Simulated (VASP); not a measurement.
A run of VASP 6.6.1:

File INCAR:

```
SYSTEM = BeTe
PREC = Accurate ; ENCUT = 520
EDIFF = 1E-7 ; ISMEAR = 0
SIGMA = 0.01 ; LREAL = .False.
LASPH = .True. ; NELM = 60
ALGO = Normal ; ISIF = 2
LWAVE = .False. ; LCHARG = .False.
GGA = CA ; NBANDS = 11
```

Contents of KPOINTS:

```
Automatic mesh
0
Gamma
  8 8 8
  0 0 0
```

The input POSCAR:

```
BeTe
1.0
    2.7633388392      2.7633388392      0.0000000000
   -2.7633388392      2.7633388392      0.0000000000
    0.0000000000      2.7633388392      2.7892457329
Be Te
1 1
Direct
    0.0000000000      0.0000000000      0.0000000000
    0.7500000000      0.2500000000      0.5000000000
```

Potentials or basis: VASP PAW LDA potentials, release 64 (Be, Te).

Command:

```bash
$ cat potpaw_LDA.64/Be/POTCAR potpaw_LDA.64/Te/POTCAR > POTCAR
$ mpirun -np 1 vasp_std > vasp.out
```

Hardware: 1 thread of AMD EPYC 7R13, with other jobs on the host.

Q: How long does it take, and how much memory?

A: Wall time 63 s on 1 thread of AMD EPYC 7R13, on a shared host, peak memory 0.14 GiB. Counts: scf iterations 12, k points 59.
